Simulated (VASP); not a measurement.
# Si (R-3m) in VASP: single point with r2SCAN

Aim: the single point of Si with r2SCAN.

Program: VASP 6.6.1. These are calculated values, not measurements. Logs are shortened: lines on timing, memory, paths and dates and some standing lists are left out, and cuts for length are marked.

## (1) The cell of the first run

The structure is trigonal, space group R-3m (No. 166). Conventional cell: a = 3.921 Å, b = 3.921 Å, c = 17.497 Å, α = 90.00°, β = 90.00°, γ = 120.00°. Within 3.1 Å of Si (site symmetry 3m) lie 5 Si at 2.35 to 2.65 Å. Within 3.1 Å of Si (site symmetry 3m) lie 7 Si at 2.35 to 3.03 Å.

## (2) Single point, r2SCAN

File POSCAR:

```
Si
1.0
    1.9606206888      1.1319648825      5.8323143495
   -1.9606206888      1.1319648825      5.8323143495
    0.0000000000     -2.2639297649      5.8323143495
Si
4
Direct
    0.9270498003      0.9270498003      0.9270498003
    0.2243424717      0.2243424717      0.2243424717
    0.7756575283      0.7756575283      0.7756575283
    0.0729501997      0.0729501997      0.0729501997
```

File INCAR.step1:

```
  PREC = Accurate
  ENCUT = 520
  ISMEAR = 0
  SIGMA = 0.1
  LREAL = False
  LASPH = True
  NELM = 100
  NBANDS = 16
  GGA = PE
  ALGO = Normal
  EDIFF = 1E-4
  LWAVE = True
  LCHARG = False
```

File INCAR.step2:

```
  PREC = Accurate
  ENCUT = 520
  EDIFF = 1E-6
  ISMEAR = 0
  SIGMA = 0.1
  LREAL = False
  LASPH = True
  NELM = 100
  ALGO = Normal
  ISIF = 2
  LWAVE = False
  LCHARG = False
  METAGGA = R2SCAN
  LMIXTAU = True
  NBANDS = 16
  ISTART = 1
```

File KPOINTS:

```
regular mesh
0
Gamma
  12 12 12
```

Potentials or basis: VASP PAW PBE potentials, release 64 (Si).

Command:

```console
> cat potpaw_PBE.64/Si/POTCAR > POTCAR
> cp INCAR.step1 INCAR
> mpirun -np 1 vasp_std > vasp.out
> cp INCAR.step2 INCAR
> mpirun -np 1 vasp_std > vasp.out
```

OUTCAR:

```text
PREC = Accurate
   ENCUT = 520
   EDIFF = 1E-6
   ISMEAR = 0
   LREAL = False
   LASPH = True
   NELM = 100
   ISIF = 2
   METAGGA = R2SCAN
   ISTART = 1

 ion  position               nearest neighbor table
   1  0.927  0.927  0.927-   2 2.35   2 2.35   2 2.35   4 2.55   3 2.65
   2  0.224  0.224  0.224-   1 2.35   1 2.35   1 2.35   4 2.65   3 3.03   3 3.03   3 3.03
   3  0.776  0.776  0.776-   4 2.35   4 2.35   4 2.35   1 2.65   2 3.03   2 3.03   2 3.03
   4  0.073  0.073  0.073-   3 2.35   3 2.35   3 2.35   1 2.55   2 2.65

  LATTYP: Found a trigonal (rhomboedric) cell.
 ALAT       =     6.2562983187
 COS(alpha) =     0.8035815589

  Lattice vectors:

 A1 = (   1.9606206888,   1.1319648825,   5.8323143495)
 A2 = (  -1.9606206888,   1.1319648825,   5.8323143495)
 A3 = (   0.0000000000,  -2.2639297649,   5.8323143495)

Analysis of symmetry for initial positions (statically):
=====================================================================
 Subroutine PRICEL returns:
 Original cell was already a primitive cell.

 Routine SETGRP: Setting up the symmetry group for a
 trigonal (rhombohedral) supercell.

 Subroutine GETGRP returns: Found 12 space group operations
 (whereof 12 operations were pure point group operations)
 out of a pool of 12 trial point group operations.

The static configuration has the point symmetry D_3d.

Analysis of symmetry for dynamics (positions and initial velocities):
=====================================================================
 Subroutine PRICEL returns:
 Original cell was already a primitive cell.

 Routine SETGRP: Setting up the symmetry group for a
 trigonal (rhombohedral) supercell.

 Subroutine GETGRP returns: Found 12 space group operations
 (whereof 12 operations were pure point group operations)
 out of a pool of 12 trial point group operations.

The dynamic configuration has the point symmetry D_3d.

 Subroutine INISYM returns: Found 12 space group operations
 (whereof 12 operations are pure point group operations),
 and found     1 'primitive' translations

----------------------------------------------------------------------------------------

                                     Primitive cell

  volume of cell :      77.6638

  direct lattice vectors                    reciprocal lattice vectors
     1.960620689  1.131964882  5.832314349     0.255021281  0.147236605  0.057152841
    -1.960620689  1.131964882  5.832314349    -0.255021281  0.147236605  0.057152841
     0.000000000 -2.263929765  5.832314349     0.000000000 -0.294473211  0.057152841

  length of vectors
     6.256298319  6.256298319  6.256298319     0.299968197  0.299968197  0.299968197

  position of ions in fractional coordinates (direct lattice)
     0.927049800  0.927049800  0.927049800
     0.224342472  0.224342472  0.224342472
     0.775657528  0.775657528  0.775657528
     0.072950200  0.072950200  0.072950200

  ion indices of the primitive-cell ions
   primitive index   ion index
                 1           1
                 2           2
                 3           3
                 4           4

----------------------------------------------------------------------------------------

 KPOINTS: regular mesh

Automatic generation of k-mesh.
 Grid dimensions read from file:
 generate k-points for:   12   12   12

 Generating k-lattice:

  Cartesian coordinates                     Fractional coordinates (reciprocal lattice)
     0.021251773  0.012269717  0.004762737     0.083333333 -0.000000000 -0.000000000
    -0.021251773  0.012269717  0.004762737    -0.000000000  0.083333333 -0.000000000
     0.000000000 -0.024539434  0.004762737    -0.000000000 -0.000000000  0.083333333

  Length of vectors
     0.024997350  0.024997350  0.024997350

  Shift w.r.t. Gamma in fractional coordinates (k-lattice)
     0.000000000  0.000000000  0.000000000

 Subroutine IBZKPT returns following result:
 ===========================================

 Found    189 irreducible k-points:

 Following reciprocal coordinates:
            Coordinates               Weight
  0.000000  0.000000  0.000000      1.000000
  0.083333  0.000000  0.000000      6.000000
  0.166667 -0.000000  0.000000      6.000000
  0.250000  0.000000  0.000000      6.000000
  0.333333 -0.000000  0.000000      6.000000
  0.416667 -0.000000  0.000000      6.000000
[... 16 lines left out ...]
  0.500000  0.166667  0.000000     12.000000
 -0.416667  0.166667 -0.000000     12.000000
 [... further k-points ...]
   k-points           NKPTS =    189   k-points in BZ     NKDIM =    189   number of bands    NBANDS=     16
   number of dos      NEDOS =    301   number of ions     NIONS =      4
   total plane-waves  NPLWV = 110592
   dimension x,y,z NGX =    48 NGY =   48 NGZ =   48
   dimension x,y,z NGXF=    96 NGYF=   96 NGZF=   96
   ions per type =               4
   NGX,Y,Z   is equivalent  to a cutoff of  12.75, 12.75, 12.75 a.u.
   NGXF,Y,Z  is equivalent  to a cutoff of  25.51, 25.51, 25.51 a.u.
 SYSTEM =  unknown system
   PREC   = accura    normal or accurate (medium, high low for compatibility)
   ISTART =      1    job   : 0-new  1-cont  2-samecut
   ICHARG =      0    charge: 1-file 2-atom 10-const
   ISPIN  =      1    spin polarized calculation?
   LNONCOLLINEAR =      F non collinear calculations
   LSORBIT =      F    spin-orbit coupling
   LASPH  =      T    aspherical Exc in radial PAW
   ENCUT  =  520.0 eV  38.22 Ry    6.18 a.u.  11.63 11.63 11.63*2*pi/ulx,y,z
   NELM   =    100;   NELMIN=  2; NELMDL=  0     # of ELM steps
   EDIFF  = 0.1E-05   stopping-criterion for ELM
   LREAL  =      F    real-space projection
   EDIFFG = 0.1E-04   stopping-criterion for IOM
   NSW    =      0    number of steps for IOM
   IBRION =     -1    ionic relax: 0-MD 1-quasi-New 2-CG
   NFREE  =      0    steps in history (QN), initial steepest desc. (CG)
   ISIF   =      2    stress and relaxation
   ISYM   =      2    0-nonsym 1-usesym 2-fastsym
   POTIM  = 0.5000    time-step for ionic-motion
   TEBEG  =    0.0;   TEEND  =   0.0 temperature during run
   PSTRESS=    0.0 pullay stress
   NELECT =      16.0000    total number of electrons
   NUPDOWN=      -1.0000    fix difference up-down
   EMIN   =  10.00;   EMAX   =-10.00  energy-range for DOS
   EFERMI =   0.00;   METHOD = LEGACY
   ISMEAR =     0;   SIGMA  =   0.10  broadening in eV -4-tet -1-fermi 0-gaus
   EFERMI_NEDOS =   21; number of points for ismear=-14 and -15
   IALGO  =     38    algorithm
   IMIX   =      4    mixing-type and parameters
     AMIX     =   0.40;   BMIX     =  1.00
     AMIX_MAG =   1.60;   BMIX_MAG =  1.00
  volume/ion in A,a.u.               =      19.42       131.03
  Fermi-wavevector in a.u.,A,eV,Ry     =   0.966886  1.827150 12.719658  0.934868
  Thomas-Fermi vector in A             =   2.096725
   LORBIT       =      0    0 simple, 1 ext, 2 COOP (PROOUT), +10 PAW based schemes
   METAGGA = R2SCAN    functional components
   LHFCALC =     F    Hartree Fock is set to
   AEXX    =    0.0000 exact exchange contribution
   IVDW    =     0    specifies the selected vdW correction
   LEPSILON=     F    determine dielectric tensor
   LRPA    =     F    only Hartree local field effects (RPA)
 non-spin polarized calculation
 Gauss-broadening in eV      SIGMA  =   0.10
  energy-cutoff  :      520.00
  volume of cell :       77.66
 maximum number of plane-waves:      2127
   NGX = 23   NGY = 23   NGZ = 23

 number of electron      16.0000000 magnetization

 Free energy of the ion-electron system (eV)
  ---------------------------------------------------
  ext. energy  EPLUGINS =         0.00000000
  ---------------------------------------------------
  free energy    TOTEN  =       -33.43585433 eV

  energy without entropy =      -33.42960895  energy(sigma->0) =      -33.43273164

 E-fermi :   6.5074     XC(G=0): -10.0796

 val. band max:        6.5024197452   @ k =   0.3333   0.2500   0.1667
 cond. band min:       6.5088737017   @ k =   0.4167   0.4167   0.1667
 fundamental gap:      0.0064539565
 Fermi energy:         6.5074402585

 k-point     1 :       0.0000    0.0000    0.0000
  band No.  band energies     occupation
      1      -6.9125      2.00000
      2      -3.5926      2.00000
      3      -0.6266      2.00000
      4       4.1690      2.00000
      5       4.1690      2.00000
      6       5.3427      2.00000
[... 8 lines left out ...]
     15      11.7410      0.00000
     16      12.8858      0.00000

 k-point     2 :       0.0833    0.0000    0.0000
  band No.  band energies     occupation
      1      -6.8276      2.00000
      2      -3.5261      2.00000
      3      -0.5400      2.00000
      4       3.1896      2.00000
      5       4.0187      2.00000
      6       4.6590      2.00000
[... 8 lines left out ...]
     15      11.7853      0.00000
     16      12.2363      0.00000

 k-point     3 :       0.1667   -0.0000    0.0000
  band No.  band energies     occupation
      1      -6.5752      2.00000
      2      -3.3266      2.00000
      3      -0.2962      2.00000
      4       1.7409      2.00000
      5       3.5246      2.00000
      6       3.6798      2.00000
[... 8 lines left out ...]
     15      11.3804      0.00000
     16      12.6024      0.00000

 k-point     4 :       0.2500    0.0000    0.0000
  band No.  band energies     occupation
      1      -6.1634      2.00000
      2      -2.9950      2.00000
      3      -0.0126      2.00000
      4       0.3732      2.00000
      5       2.4595      2.00000
      6       3.3180      2.00000
[... 8 lines left out ...]
     15      12.5155      0.00000
     16      12.8935      0.00000
[... 324 lines left out ...]
 k-point    22 :       0.4167    0.1667    0.0000
  band No.  band energies     occupation
      1      -5.2990      2.00000
      2      -2.6783      2.00000
      3      -1.2458      2.00000
      4       0.5984      2.00000
      5       1.8446      2.00000
      6       2.0913      2.00000
[... 8 lines left out ...]
     15      12.3904      0.00000
     16      13.7092      0.00000

 k-point    23 :       0.5000    0.1667    0.0000
  band No.  band energies     occupation
      1      -4.6877      2.00000
      2      -2.2771      2.00000
      3      -2.0620      2.00000
      4      -0.0015      2.00000
      5       1.6222      2.00000
      6       2.3278      2.00000
[... 8 lines left out ...]
     15      13.4343      0.00000
     16      14.3363      0.00000

 k-point    24 :      -0.4167    0.1667   -0.0000
  band No.  band energies     occupation
      1      -4.3814      2.00000
      2      -2.6187      2.00000
      3      -1.5512      2.00000
      4      -0.6485      2.00000
      5       1.5043      2.00000
      6       2.3354      2.00000
[... 8 lines left out ...]
     15      13.5210      0.00000
     16      13.7884      0.00000

 [... further k-points ...]
[... 5 lines left out ...]
  --------------------------------------------------------------------------------------
  -------------------------------------------------------------------------------------
  Total       -0.1301551     -0.1301551      0.0111957      0.0000000      0.0000000      0.0000000
  in kB       -2.6850536     -2.6850536      0.2309635      0.0000000      0.0000000      0.0000000
  external PRESSURE =      -1.7130479 kB  Pullay stress =       0.0000000 kB

 VOLUME and BASIS-vectors are now :
 -----------------------------------------------------------------------------
  energy-cutoff  :      520.00
  volume of cell :       77.66
      direct lattice vectors                 reciprocal lattice vectors
     1.960620689  1.131964882  5.832314349     0.255021281  0.147236605  0.057152841
    -1.960620689  1.131964882  5.832314349    -0.255021281  0.147236605  0.057152841
     0.000000000 -2.263929765  5.832314349     0.000000000 -0.294473211  0.057152841

 POSITION                                       TOTAL-FORCE (eV/Angst)
 -----------------------------------------------------------------------------------
      0.00000      0.00000     16.22054         0.000000     -0.000000     -0.014482
      0.00000      0.00000      3.92531         0.000000      0.000000      0.021505
      0.00000      0.00000     13.57164         0.000000     -0.000000     -0.021505
      0.00000      0.00000      1.27641         0.000000      0.000000      0.014482
 -----------------------------------------------------------------------------------
    total drift:                                0.000000     -0.000000     -0.000000

  FREE ENERGIE OF THE ION-ELECTRON SYSTEM (eV)
  ---------------------------------------------------
  free  energy   TOTEN  =       -33.4358543267 eV

  energy  without entropy=      -33.4296089519  energy(sigma->0) =      -33.43273164
```

Run time: 18 min. Hardware: 1 thread of Intel Xeon Platinum 8488C (Sapphire Rapids), shared host; peak memory 0.45 GiB.

What came out:

* Free energy: -33.4359 eV
* Pressure: -0.2 GPa
* Largest force: 0.022 eV/Å
* Band gap on the k mesh: zero (bands 8 and 9 overlap by 1.92 eV)

Forces on the atoms (eV/Å):
```
Si   0.000  0.000 -0.014
Si   0.000  0.000  0.022
Si   0.000  0.000 -0.022
Si   0.000  0.000  0.014
```

Stress tensor (GPa, compression positive):
```
-0.27  0.00  0.00
 0.00 -0.27  0.00
 0.00  0.00  0.02
```

Levels at points of the mesh, in eV from the Fermi level:
```
           k point  band 4  band 5  band 6  band 7  band 8  band 9  band 10  band 11  band 12  band 13
(0.00, 0.00, 0.00)   -2.34   -2.34   -1.16   -1.16   -0.93    0.64     1.97     1.97     3.67     3.67
(0.50, 0.00, 0.00)   -7.25   -4.31   -3.73   -2.67   -1.77    0.24     0.74     3.58     4.59     6.34
(0.50, 0.50, 0.00)   -6.88   -4.17   -3.01   -1.89   -1.71   -0.79     2.15     2.20     3.36     4.44
(0.50, 0.50, 0.50)   -3.17   -2.65   -2.65   -1.01   -0.49   -0.49     1.95     1.95     3.15     3.15
```

Caveat: the PAW data sets were made with another functional, which shifts forces and pressure a little.
